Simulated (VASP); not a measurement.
The system is Si2Sn.

```
CELL_PARAMETERS angstrom
3.65456 0.00000 0.00000
0.00000 3.65456 0.00000
0.00000 0.00000 4.21541
ATOMIC_POSITIONS crystal
Si 0.50000 0.50000 0.00000
Si 0.50000 0.50000 0.50000
Sn 0.00000 0.00000 0.50000
```

The cell was generated, and may not be a known phase.

```yaml
Program: VASP 6.6.1
Task: relaxation of cell and atoms
Functional: PBE
Potentials_or_basis: VASP PAW PBE potentials, release 64 (Si, Sn_d)
Cutoff: 600 eV
k_mesh: 6 × 6 × 4
Occupations: gaussian, width 0.1 eV
Spin: no spin polarisation
```

At the start: pressure 23.9 GPa; volume 18.77 Å³/atom.

**Question.** How do energy, volume and symmetry change on relaxing?

**Answer.** Over 6 steps the energy falls by 345.3 meV/atom and the volume is 24.04 Å³/atom (+28.1 %); space group P4/mmm (No. 123, to 0.1 Å) before and after.

Step by step:
| step | energy change (eV) | largest force (eV/Å) | pressure (GPa) | volume (Å³) |
| --- | --- | --- | --- | --- |
| 1 | 0.0000 | 0.0000 | 23.94 | 56.30 |
| 2 | -0.8900 | 0.0000 | -4.30 | 82.21 |
| 3 | -1.0239 | 0.0000 | -0.01 | 72.43 |
| 4 | -1.0243 | 0.0000 | -0.37 | 73.01 |
| 5 | -1.0327 | 0.0000 | -0.13 | 72.61 |
| 6 | -1.0359 | 0.0000 | 0.10 | 72.12 |

Final structure:
```
Si Sn
1.0
     3.85483    0.00000    0.00000
     0.00000    3.85483    0.00000
     0.00000    0.00000    4.85347
Si Sn
2 1
Direct
  0.50000 0.50000 0.00000
  0.50000 0.50000 0.50000
  0.00000 0.00000 0.50000
```

Caveat: the k points lie up to 0.32 Å⁻¹ apart in the final cell, too coarse for converged energies and pressures of a metal; the volume moved by over 15 % at a fixed basis, so the end points are rough.
